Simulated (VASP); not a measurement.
Wanted: the native input for a VASP 6.6.1 run.

```
Task                   : single point
Functional             : PBE
Potentials or basis    : VASP PAW PBE potentials, release 64 (Be, Al)
Cutoff                 : 520 eV
k mesh                 : 6 × 6 × 1
Occupations            : gaussian, width 0.1 eV
Spin                   : no spin polarisation
Dipole correction      : yes
Further INCAR settings : ALGO = Normal; EDIFF = 1e-07; NBANDS = 10
```

The structure of Be2Al lies in POSCAR:

```
Be2Al
1.0
    2.6950750000      0.0000000000      0.0000000000
    0.0000000000      2.6950750000      0.0000000000
    0.0000000000      0.0000000000     16.0000000000
Be Al
2 1
Direct
    0.0000000000      0.0000000000      0.5481079000
    0.0000000000      0.0000000000      0.4518921000
    0.5000000000      0.5000000000      0.5000000000
```

These files were run (other wordings do the same):

INCAR

```
PREC = Accurate
ENCUT = 520
EDIFF = 1E-7
ISMEAR = 0
SIGMA = 0.1
LREAL = F
LASPH = T
NELM = 80
ALGO = Normal
ISIF = 2
LWAVE = F
LCHARG = F
LDIPOL = T
IDIPOL = 3
DIPOL = 0.5 0.5 0.500
GGA = PE
NBANDS = 10
```

KPOINTS

```
Automatic mesh
0
Gamma
  6 6 1
```

Potentials or basis: VASP PAW PBE potentials, release 64 (Be, Al).

Command:

```bash
$ cat potpaw_PBE.64/Be/POTCAR potpaw_PBE.64/Al/POTCAR > POTCAR
$ mpirun -np 1 vasp_std > vasp.out
```

It gave:

```json
{"Largest force": "10.437 eV/Å"}
```

Caveat: the k points lie up to 0.39 Å⁻¹ apart.

Wall time 15 s on 1 thread of Intel(R) Xeon(R) Platinum 8375C CPU @ 2.90GHz (Ice Lake), on a shared host, peak memory 0.2 GiB.
